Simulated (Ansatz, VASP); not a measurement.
**ZrNb2N3: VASP beside Ansatz**

```xyz
6
Lattice="2.7671 1.5976 3.1339 -2.7671 1.5976 3.1339 0.0000 -3.1952 3.1339" Properties=species:S:1:pos:R:3 pbc="T T T"
Zr    0.0000    0.0000    0.0000
Nb    0.0000    0.0000    6.5624
Nb    0.0000    0.0000    2.8393
N    -1.3836    0.7988    1.5669
N     1.3836    0.7988    1.5669
N     0.0000   -1.5976    1.5669
```

Change from the starting cell: species swapped into the Dy2AlCo3 type (R-3m, No. 166).

Alike in both runs: functional PBE; k mesh 3 × 3 × 3; occupations gaussian, width 0.15 eV; no spin polarisation.

Ansatz relaxed the structure, and its values are those at the end. VASP's run is a single point on that final structure, the one shown.

|  | VASP | Ansatz |
| --- | --- | --- |
| version | VASP 6.6.1 | Ansatz 0.2.0 |
| potentials or method | VASP PAW PBE potentials, release 64 (Zr_sv, Nb_sv, N), cutoff 600 eV | scalar-relativistic, plane waves, PAW |
| valence electrons in the cell | 53 | 53 |

```tsv
	VASP	Ansatz	Ansatz less VASP
gap on the k mesh at the Fermi level (eV)	none	none	-
pressure (GPa)	-0.2	0.0	+0.26
rms of the force components (eV/Å)	0.006	0.004	-0.0019
```

A gap of «none» marks a metal or a gap that the smearing closes.

The k mesh is coarse, so the values compare programs but aren't converged.
